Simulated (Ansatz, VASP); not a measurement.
## CuI in VASP and in Ansatz

```
Cu I
1.0
     4.37554    0.00000    0.00000
    -2.18777    3.78933    0.00000
     0.00000    0.00000    6.86354
Cu I
2 2
Direct
  0.33333 0.66667 0.25000
  0.66667 0.33333 0.75000
  0.66667 0.33333 0.25000
  0.33333 0.66667 0.75000
```

Change from the starting cell: uniaxial_z strain -5.4%.

Alike in both runs: task single point; functional PBE; k mesh 6 × 6 × 4; occupations fermi-dirac, width 0.02 eV; no spin polarisation.

```csv
,VASP,Ansatz
version,VASP 6.6.1,Ansatz 0.2.0
potentials or method,"VASP PAW PBE potentials, release 64 (Cu, I)","plane waves, PAW"
plane-wave cutoff (eV),600,420
valence electrons in the cell,36,72
```

```csv
,VASP,Ansatz,Ansatz less VASP
gap on the k mesh at the Fermi level (eV),1.11,1.09,-0.020
pressure (GPa),1.8,1.8,-0.01
"traceless stress, the component that is largest in VASP (GPa)",-0.31,-0.27,+0.035
```

With one functional, cell and mesh, what is left measures potentials, basis and numerics. VASP's potentials hold 36 valence electrons a cell and Ansatz's 72, so a difference there can come from the potentials and not from the codes.

Spin-orbit coupling is off throughout.
